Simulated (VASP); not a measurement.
# W (Fd-3m) in VASP: further runs

The runs below take W through single point, with r2SCAN.

Program: VASP 6.6.1. These are calculated values, not measurements. Logs are shortened: lines on timing, memory, paths and dates and some standing lists are left out, and cuts for length are marked.

### Step 1. The cell of the first run

The structure is cubic, space group Fd-3m (No. 227). The conventional cell has a = 5.759 Å, b = 5.759 Å, c = 5.759 Å, α = 90.00°, β = 90.00°, γ = 90.00°. Within 3.3 Å of W (site symmetry -43m) lie 4 W at 2.49 Å.

This isn't the form of W at room conditions, which is bcc.

### Step 2. Single point, r2SCAN

Contents of POSCAR:

```
W
1.0
    0.0000000000      2.8793808207      2.8793808207
    2.8793808207      0.0000000000      2.8793808207
    2.8793808207      2.8793808207      0.0000000000
W
2
Direct
    0.0000000000      0.0000000000      0.0000000000
    0.2500000000      0.2500000000      0.2500000000
```

Contents of INCAR.step1:

```
SYSTEM = W
PREC = Accurate
ENCUT = 550
ISMEAR = 1
SIGMA = 0.1
LREAL = .False.
LASPH = .True.
NELM = 120
NBANDS = 21
GGA = PE
ALGO = Normal
EDIFF = 1E-5
LWAVE = .True.
LCHARG = .False.
GGA_COMPAT = .False.
```

Contents of INCAR.step2:

```
SYSTEM = W
PREC = Accurate
ENCUT = 550
EDIFF = 1E-6
ISMEAR = 1
SIGMA = 0.1
LREAL = .False.
LASPH = .True.
NELM = 120
ALGO = Normal
ISIF = 2
LWAVE = .False.
LCHARG = .True.
METAGGA = R2SCAN
LMIXTAU = .True.
LELF = .True.
LVHAR = .True.
NBANDS = 21
ISTART = 1
GGA_COMPAT = .False.
```

Contents of KPOINTS:

```
regular mesh
0
Gamma
  7 7 7
  0 0 0
```

Potentials or basis: VASP PAW PBE potentials, release 64 (W_sv).

Run with:

```bash
$ cat potpaw_PBE.64/W_sv/POTCAR > POTCAR
$ cp INCAR.step1 INCAR
$ mpirun -np 1 vasp_std > vasp.out
$ cp INCAR.step2 INCAR
$ mpirun -np 1 vasp_std > vasp.out
```

OUTCAR:

```text
SYSTEM = W
   PREC = Accurate
   ENCUT = 550
   EDIFF = 1E-6
   ISMEAR = 1
   LREAL = .False.
   LASPH = .True.
   NELM = 120
   ISIF = 2
   METAGGA = R2SCAN
   ISTART = 1

 ion  position               nearest neighbor table
   1  0.000  0.000  0.000-   2 2.49   2 2.49   2 2.49   2 2.49
   2  0.250  0.250  0.250-   1 2.49   1 2.49   1 2.49   1 2.49

  LATTYP: Found a face centered cubic cell.
 ALAT       =     5.7587616414

  Lattice vectors:

 A1 = (   0.0000000000,   2.8793808207,   2.8793808207)
 A2 = (   2.8793808207,   0.0000000000,   2.8793808207)
 A3 = (   2.8793808207,   2.8793808207,   0.0000000000)

Analysis of symmetry for initial positions (statically):
=====================================================================
 Subroutine PRICEL returns:
 Original cell was already a primitive cell.

 Routine SETGRP: Setting up the symmetry group for a
 face centered cubic supercell.

 Subroutine GETGRP returns: Found 48 space group operations
 (whereof 24 operations were pure point group operations)
 out of a pool of 48 trial point group operations.

The static configuration has the point symmetry T_d .
 The point group associated with its full space group is O_h .

Analysis of symmetry for dynamics (positions and initial velocities):
=====================================================================
 Subroutine PRICEL returns:
 Original cell was already a primitive cell.

 Routine SETGRP: Setting up the symmetry group for a
 face centered cubic supercell.

 Subroutine GETGRP returns: Found 48 space group operations
 (whereof 24 operations were pure point group operations)
 out of a pool of 48 trial point group operations.

The dynamic configuration has the point symmetry T_d .
 The point group associated with its full space group is O_h .

 Subroutine INISYM returns: Found 48 space group operations
 (whereof 24 operations are pure point group operations),
 and found     1 'primitive' translations

----------------------------------------------------------------------------------------

                                     Primitive cell

  volume of cell :      47.7449

  direct lattice vectors                    reciprocal lattice vectors
     0.000000000  2.879380821  2.879380821    -0.173648444  0.173648444  0.173648444
     2.879380821  0.000000000  2.879380821     0.173648444 -0.173648444  0.173648444
     2.879380821  2.879380821  0.000000000     0.173648444  0.173648444 -0.173648444

  length of vectors
     4.072059408  4.072059408  4.072059408     0.300767928  0.300767928  0.300767928

  position of ions in fractional coordinates (direct lattice)
     0.000000000  0.000000000  0.000000000
     0.250000000  0.250000000  0.250000000

  ion indices of the primitive-cell ions
   primitive index   ion index
                 1           1
                 2           2

----------------------------------------------------------------------------------------

 KPOINTS: regular mesh

Automatic generation of k-mesh.
 Grid dimensions read from file:
 generate k-points for:    7    7    7

 Generating k-lattice:

  Cartesian coordinates                     Fractional coordinates (reciprocal lattice)
    -0.024806921  0.024806921  0.024806921     0.142857143  0.000000000  0.000000000
     0.024806921 -0.024806921  0.024806921     0.000000000  0.142857143  0.000000000
     0.024806921  0.024806921 -0.024806921     0.000000000  0.000000000  0.142857143

  Length of vectors
     0.042966847  0.042966847  0.042966847

  Shift w.r.t. Gamma in fractional coordinates (k-lattice)
     0.000000000  0.000000000  0.000000000

 Subroutine IBZKPT returns following result:
 ===========================================

 Found     20 irreducible k-points:

 Following reciprocal coordinates:
            Coordinates               Weight
  0.000000  0.000000  0.000000      1.000000
  0.142857  0.000000  0.000000      8.000000
  0.285714  0.000000  0.000000      8.000000
  0.428571  0.000000  0.000000      8.000000
  0.142857  0.142857  0.000000      6.000000
  0.285714  0.142857  0.000000     24.000000
[... 12 lines left out ...]
 -0.428571  0.428571  0.142857     24.000000
 -0.285714  0.428571  0.142857     24.000000
   k-points           NKPTS =     20   k-points in BZ     NKDIM =     20   number of bands    NBANDS=     21
   number of dos      NEDOS =    301   number of ions     NIONS =      2
   total plane-waves  NPLWV =  32768
   dimension x,y,z NGX =    32 NGY =   32 NGZ =   32
   dimension x,y,z NGXF=    64 NGYF=   64 NGZF=   64
   ions per type =               2
   NGX,Y,Z   is equivalent  to a cutoff of  13.06, 13.06, 13.06 a.u.
   NGXF,Y,Z  is equivalent  to a cutoff of  26.13, 26.13, 26.13 a.u.
 SYSTEM =  W
   PREC   = accura    normal or accurate (medium, high low for compatibility)
   ISTART =      1    job   : 0-new  1-cont  2-samecut
   ICHARG =      0    charge: 1-file 2-atom 10-const
   ISPIN  =      1    spin polarized calculation?
   LNONCOLLINEAR =      F non collinear calculations
   LSORBIT =      F    spin-orbit coupling
   LASPH  =      T    aspherical Exc in radial PAW
   ENCUT  =  550.0 eV  40.42 Ry    6.36 a.u.   7.79  7.79  7.79*2*pi/ulx,y,z
   NELM   =    120;   NELMIN=  2; NELMDL=  0     # of ELM steps
   EDIFF  = 0.1E-05   stopping-criterion for ELM
   LREAL  =      F    real-space projection
   EDIFFG = 0.1E-04   stopping-criterion for IOM
   NSW    =      0    number of steps for IOM
   IBRION =     -1    ionic relax: 0-MD 1-quasi-New 2-CG
   NFREE  =      0    steps in history (QN), initial steepest desc. (CG)
   ISIF   =      2    stress and relaxation
   ISYM   =      2    0-nonsym 1-usesym 2-fastsym
   POTIM  = 0.5000    time-step for ionic-motion
   TEBEG  =    0.0;   TEEND  =   0.0 temperature during run
   PSTRESS=    0.0 pullay stress
   NELECT =      28.0000    total number of electrons
   NUPDOWN=      -1.0000    fix difference up-down
   EMIN   =  10.00;   EMAX   =-10.00  energy-range for DOS
   EFERMI =   0.00;   METHOD = LEGACY
   ISMEAR =     1;   SIGMA  =   0.10  broadening in eV -4-tet -1-fermi 0-gaus
   EFERMI_NEDOS =   21; number of points for ismear=-14 and -15
   IALGO  =     38    algorithm
   IMIX   =      4    mixing-type and parameters
     AMIX     =   0.40;   BMIX     =  1.00
     AMIX_MAG =   1.60;   BMIX_MAG =  1.00
  volume/ion in A,a.u.               =      23.87       161.10
  Fermi-wavevector in a.u.,A,eV,Ry     =   1.370309  2.589508 25.548283  1.877746
  Thomas-Fermi vector in A             =   2.496106
   LORBIT       =      0    0 simple, 1 ext, 2 COOP (PROOUT), +10 PAW based schemes
   METAGGA = R2SCAN    functional components
   LHFCALC =     F    Hartree Fock is set to
   AEXX    =    0.0000 exact exchange contribution
   IVDW    =     0    specifies the selected vdW correction
   LEPSILON=     F    determine dielectric tensor
   LRPA    =     F    only Hartree local field effects (RPA)
 non-spin polarized calculation
 Methfessel and Paxton  Order N= 1 SIGMA  =   0.10
  energy-cutoff  :      550.00
  volume of cell :       47.74
 maximum number of plane-waves:      1416
   NGX = 15   NGY = 15   NGZ = 15

 number of electron      27.9999997 magnetization

 Free energy of the ion-electron system (eV)
  ---------------------------------------------------
  ext. energy  EPLUGINS =         0.00000000
  ---------------------------------------------------
  free energy    TOTEN  =       -97.03425433 eV

  energy without entropy =      -97.02904207  energy(sigma->0) =      -97.03251691

 E-fermi :   5.4856     XC(G=0): -11.7332

 val. band max:        5.4571191195   @ k =  -0.4286   0.2857   0.0000
 cond. band min:       5.4883688339   @ k =  -0.4286   0.4286   0.1429
 fundamental gap:      0.0312497144
 Fermi energy:         5.4855612127

 k-point     1 :       0.0000    0.0000    0.0000
  band No.  band energies     occupation
      1     -69.4927      2.00000
      2     -69.0887      2.00000
      3     -33.5153      2.00000
      4     -33.5152      2.00000
      5     -33.5152      2.00000
      6     -32.4434      2.00000
[... 13 lines left out ...]
     20      17.0636      0.00000
     21      17.2749      0.00000

 k-point     2 :       0.1429    0.0000    0.0000
  band No.  band energies     occupation
      1     -69.4781      2.00000
      2     -69.1039      2.00000
      3     -33.5394      2.00000
      4     -33.5394      2.00000
      5     -33.5118      2.00000
      6     -32.4490      2.00000
[... 13 lines left out ...]
     20      16.3561      0.00000
     21      17.1691      0.00000

 k-point     3 :       0.2857    0.0000    0.0000
  band No.  band energies     occupation
      1     -69.4401      2.00000
      2     -69.1429      2.00000
      3     -33.5900      2.00000
      4     -33.5900      2.00000
      5     -33.5051      2.00000
      6     -32.4601      2.00000
[... 13 lines left out ...]
     20      13.6378      0.00000
     21      15.9850      0.00000

 k-point     4 :       0.4286    0.0000    0.0000
  band No.  band energies     occupation
      1     -69.4002      2.00000
      2     -69.1838      2.00000
      3     -33.6275      2.00000
      4     -33.6275      2.00000
      5     -33.5009      2.00000
      6     -32.4676      2.00000
[... 13 lines left out ...]
     20      11.0551      0.00000
     21      15.9126      0.00000

 k-point     5 :       0.1429    0.1429    0.0000
  band No.  band energies     occupation
      1     -69.4730      2.00000
      2     -69.1091      2.00000
      3     -33.5674      2.00000
      4     -33.5674      2.00000
      5     -33.4641      2.00000
      6     -32.5002      2.00000
[... 13 lines left out ...]
     20      16.2457      0.00000
     21      17.7526      0.00000

 k-point     6 :       0.2857    0.1429    0.0000
  band No.  band energies     occupation
      1     -69.4417      2.00000
      2     -69.1413      2.00000
      3     -33.6230      2.00000
      4     -33.6185      2.00000
      5     -33.4193      2.00000
      6     -32.5486      2.00000
[... 13 lines left out ...]
     20      14.6143      0.00000
     21      16.0580      0.00000

 k-point     7 :       0.4286    0.1429    0.0000
  band No.  band energies     occupation
      1     -69.3985      2.00000
      2     -69.1856      2.00000
      3     -33.6818      2.00000
      4     -33.6534      2.00000
      5     -33.3864      2.00000
      6     -32.5818      2.00000
[... 13 lines left out ...]
     20      11.6975      0.00000
     21      15.4249      0.00000
[... 195 lines left out ...]
      1     -69.3025      2.00000
      2     -69.2825      2.00000
      3     -33.7633      2.00000
      4     -33.7393      2.00000
      5     -33.0401      2.00000
      6     -32.9424      2.00000
[... 13 lines left out ...]
     20      11.1014      0.00000
     21      11.1986      0.00000

 k-point    17 :       0.4286    0.2857    0.1429
  band No.  band energies     occupation
      1     -69.4054      2.00000
      2     -69.1785      2.00000
      3     -33.7016      2.00000
      4     -33.6501      2.00000
      5     -33.3353      2.00000
      6     -32.6352      2.00000
[... 13 lines left out ...]
     20      13.1890      0.00000
     21      13.8493      0.00000

 k-point    18 :      -0.4286    0.2857    0.1429
  band No.  band energies     occupation
      1     -69.3637      2.00000
      2     -69.2209      2.00000
      3     -33.7477      2.00000
      4     -33.6844      2.00000
      5     -33.2579      2.00000
      6     -32.7118      2.00000
[... 13 lines left out ...]
     20      11.2255      0.00000
     21      13.1545      0.00000

 k-point    19 :      -0.4286    0.4286    0.1429
  band No.  band energies     occupation
      1     -69.3329      2.00000
      2     -69.2519      2.00000
      3     -33.7537      2.00000
      4     -33.7344      2.00000
      5     -33.1139      2.00000
      6     -32.8635      2.00000
[... 13 lines left out ...]
     20      11.4774      0.00000
     21      11.6650      0.00000

 k-point    20 :      -0.2857    0.4286    0.1429
  band No.  band energies     occupation
      1     -69.3205      2.00000
      2     -69.2645      2.00000
      3     -33.7699      2.00000
      4     -33.7267      2.00000
      5     -33.1015      2.00000
      6     -32.8709      2.00000
[... 13 lines left out ...]
     20      11.0272      0.00000
     21      11.6796      0.00000

------------------------ aborting loop because EDIFF is reached ----------------------------------------

  FORCE on cell =-STRESS in cart. coord.  units (eV):
  Direction    XX          YY          ZZ          XY          YZ          ZX
  --------------------------------------------------------------------------------------
  -------------------------------------------------------------------------------------
  Total        0.8018559      0.8018559      0.8018559     -0.0000000      0.0000000      0.0000000
  in kB       26.9078852     26.9078852     26.9078852     -0.0000000      0.0000000      0.0000000
  external PRESSURE =      26.9078852 kB  Pullay stress =       0.0000000 kB

 VOLUME and BASIS-vectors are now :
 -----------------------------------------------------------------------------
  energy-cutoff  :      550.00
  volume of cell :       47.74
      direct lattice vectors                 reciprocal lattice vectors
     0.000000000  2.879380821  2.879380821    -0.173648444  0.173648444  0.173648444
     2.879380821  0.000000000  2.879380821     0.173648444 -0.173648444  0.173648444
     2.879380821  2.879380821  0.000000000     0.173648444  0.173648444 -0.173648444

 POSITION                                       TOTAL-FORCE (eV/Angst)
 -----------------------------------------------------------------------------------
      0.00000      0.00000      0.00000         0.000000      0.000000      0.000000
      1.43969      1.43969      1.43969        -0.000000     -0.000000     -0.000000
 -----------------------------------------------------------------------------------
    total drift:                               -0.000000      0.000000      0.000000

  FREE ENERGIE OF THE ION-ELECTRON SYSTEM (eV)
  ---------------------------------------------------
  free  energy   TOTEN  =       -97.0342543340 eV

  energy  without entropy=      -97.0290420666  energy(sigma->0) =      -97.03251691
```

Run time: 2.2 min. Hardware: 1 thread of Intel Xeon 8259CL, shared host; peak memory 0.19 GiB.

What came out:

```
Free energy            : -97.0343 eV
Pressure               : 2.7 GPa
Band gap on the k mesh : zero (bands 14 and 15 overlap by 0.87 eV)
```

Levels at points of the mesh, in eV from the Fermi level:
```
           k point  band 11  band 12  band 13  band 14  band 15  band 16  band 17  band 18
(0.00, 0.00, 0.00)    -2.03    -1.26    -1.26    -1.26     1.66     1.66     1.66     5.81
```

Caveat: the PAW data sets were made with another functional, which shifts forces and pressure a little; spin-orbit coupling is left out, which moves the levels of the heavy elements.

### Step 3. Single point, r2SCAN

This run uses another cell than the first one, of 24.24 Å³/atom.

Contents of POSCAR:

```
W
1.0
    0.0000000000      2.8939233948      2.8939233948
    2.8939233948      0.0000000000      2.8939233948
    2.8939233948      2.8939233948      0.0000000000
W
2
Direct
    0.0000000000      0.0000000000      0.0000000000
    0.2500000000      0.2500000000      0.2500000000
```

Contents of INCAR.step1:

```
  PREC = Accurate
  ENCUT = 550
  ISMEAR = 1
  SIGMA = 0.1
  LREAL = F
  LASPH = T
  NELM = 120
  NBANDS = 21
  GGA = PE
  ALGO = Normal
  EDIFF = 1E-5
  LWAVE = T
  LCHARG = F
  GGA_COMPAT = F
```

Contents of INCAR.step2:

```
  PREC = Accurate
  ENCUT = 550
  EDIFF = 1E-6
  ISMEAR = 1
  SIGMA = 0.1
  LREAL = F
  LASPH = T
  NELM = 120
  ALGO = Normal
  ISIF = 2
  LWAVE = F
  LCHARG = F
  METAGGA = R2SCAN
  LMIXTAU = T
  NBANDS = 21
  ISTART = 1
  GGA_COMPAT = F
```

Contents of KPOINTS:

```
regular mesh
0
Gamma
  7 7 7
```

Potentials or basis: VASP PAW PBE potentials, release 64 (W_sv).

Run with:

```bash
$ cat potpaw_PBE.64/W_sv/POTCAR > POTCAR
$ cp INCAR.step1 INCAR
$ mpirun -np 1 vasp_std > vasp.out
$ cp INCAR.step2 INCAR
$ mpirun -np 1 vasp_std > vasp.out
```

It took 2.1 min on 1 thread of Intel Xeon 8259CL, shared host; peak memory 0.19 GiB.

It converged, with:

```yaml
Free_energy: -97.0424 eV
Pressure: 0.8 GPa
Band_gap_on_the_k_mesh: zero (bands 14 and 15 overlap by 0.88 eV)
```

Levels at points of the mesh, in eV from the Fermi level:
```csv
k point,band 12,band 13,band 14,band 15,band 16,band 17
"(0.00, 0.00, 0.00)",-1.25,-1.25,-1.25,1.64,1.64,1.64
```

Caveat: the PAW data sets were made with another functional, which shifts forces and pressure a little; spin-orbit coupling is left out, which moves the levels of the heavy elements.

[end of part 1 of 2]
